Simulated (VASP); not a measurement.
Write the native input for VASP 6.6.1 that does the following.

```
Task                   : single point
Functional             : PBE
Potentials or basis    : VASP PAW PBE potentials, release 64 (Bi_d, Te)
Cutoff                 : 520 eV
k mesh                 : 10 × 10 × 10
Occupations            : fermi-dirac, width 0.03 eV
Spin                   : no spin polarisation
Dipole correction      : no
Further INCAR settings : ALGO = Normal; EDIFF = 1e-06; NBANDS = 18
```

The structure of BiTe lies in POSCAR:

```
BiTe
1.0
    0.0000000000      3.2564244654      3.2564244654
    3.2564244654      0.0000000000      3.2564244654
    3.2564244654      3.2564244654      0.0000000000
Bi Te
1 1
Direct
    0.0000000000      0.0000000000      0.0000000000
    0.5000000000      0.5000000000      0.5000000000
```

This cell differs from its parent crystal: volume scaled by 1.02.

The input as run:

INCAR

```
SYSTEM = BiTe
  PREC = Accurate
  ENCUT = 520
  EDIFF = 1E-6
  ISMEAR = -1
  SIGMA = 0.03
  LREAL = .False.
  LASPH = .True.
  NELM = 60
  ALGO = Normal
  ISIF = 2
  LWAVE = .False.
  LCHARG = .False.
  GGA = PE
  NBANDS = 18
```

KPOINTS

```
regular mesh
0
Gamma
  10 10 10
  0 0 0
```

Potentials or basis: VASP PAW PBE potentials, release 64 (Bi_d, Te).

The run is started by

```bash
$ cat potpaw_PBE.64/Bi_d/POTCAR potpaw_PBE.64/Te/POTCAR > POTCAR
$ mpirun -np 1 vasp_std > vasp.out
```

Results of the run:

```yaml
Pressure: -0.2 GPa
```

Run time: 64 s on 1 thread of Intel(R) Xeon(R) Platinum 8259CL CPU @ 2.50GHz (Skylake/Cascade Lake) (shared host), peak memory 0.23 GiB.
